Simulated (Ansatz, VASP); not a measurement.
## One calculation of Ag, two programs

The input INCAR:

```
SYSTEM = Ag
ALGO     = Normal         ! electronic algorithm
EDIFF    = 1E-6           ! SCF threshold, eV
ENCUT    = 520            ! plane-wave cutoff, eV
GGA      = CA             ! functional
ISIF     = 2              ! what is computed and relaxed
ISMEAR   = -1             ! smearing method
LASPH    = .TRUE.         ! aspherical terms in the spheres
LCHARG   = .FALSE.        ! write CHGCAR
LREAL    = .FALSE.        ! projectors in reciprocal space
LWAVE    = .FALSE.        ! write WAVECAR
NBANDS   = 12             ! bands
NELM     = 80             ! most SCF steps
PREC     = Accurate       ! precision mode
SIGMA    = 0.05           ! smearing width, eV
```

KPOINTS

```
k-points
0
G
  18 18 18
  0 0 0
```

File POSCAR:

```
Ag
1.0
    0.0000000000      1.7595228285      1.7595228285
    1.7595228285      0.0000000000      1.7595228285
    1.7595228285      1.7595228285      0.0000000000
Ag
1
Direct
    0.0000000000      0.0000000000      0.0000000000
```

Input for Ansatz:

```yaml
crystal:
  lattice:
    - [0.0, 1.7595228285, 1.7595228285]
    - [1.7595228285, 0.0, 1.7595228285]
    - [1.7595228285, 1.7595228285, 0.0]
  atoms:
    - { symbol: Ag, position: [0.0, 0.0, 0.0] }
kpoints:
  mp_grid: { grid: [18, 18, 18] }
scf:
  occupations: { method: fermi_dirac, width: 0.05 }
hamiltonian:
  xc: lda
  pseudopotentials: { kind: paw }
output:
  forces: true
  stress: true
  eigenvalues: true
  populations: true
  write_density: true
  write_potential: true
  elf: true
  volumetric_format: npy
```

Change from the starting cell: volume scaled by 0.68, PAW files.

Alike in both runs: task single point; functional LDA; k mesh 18 × 18 × 18; occupations fermi-dirac, width 0.05 eV; no spin polarisation.

|  | VASP | Ansatz |
| --- | --- | --- |
| version | VASP 6.6.1 | Ansatz 0.2.0 |
| potentials or method | VASP PAW LDA potentials, release 64 (Ag) | PAW with Ansatz's default frozen-core files, scalar-relativistic |
| plane-wave cutoff (eV) | 520 | 420 |
| valence electrons in the cell | 11 | 19 |

```csv
,VASP,Ansatz,Ansatz less VASP
pressure (GPa),155.4,154.6,-0.80
```

LDA's correlation is that of Perdew and Zunger in VASP and of Perdew and Wang (1992) in Ansatz. Both programs put the cell under a high pressure, so it lies far from rest at this level. VASP's potentials hold 11 valence electrons a cell and Ansatz's 19, so a difference there can come from the potentials and not from the codes.

Noted on VASP's run: the cell as given lies far from equilibrium.
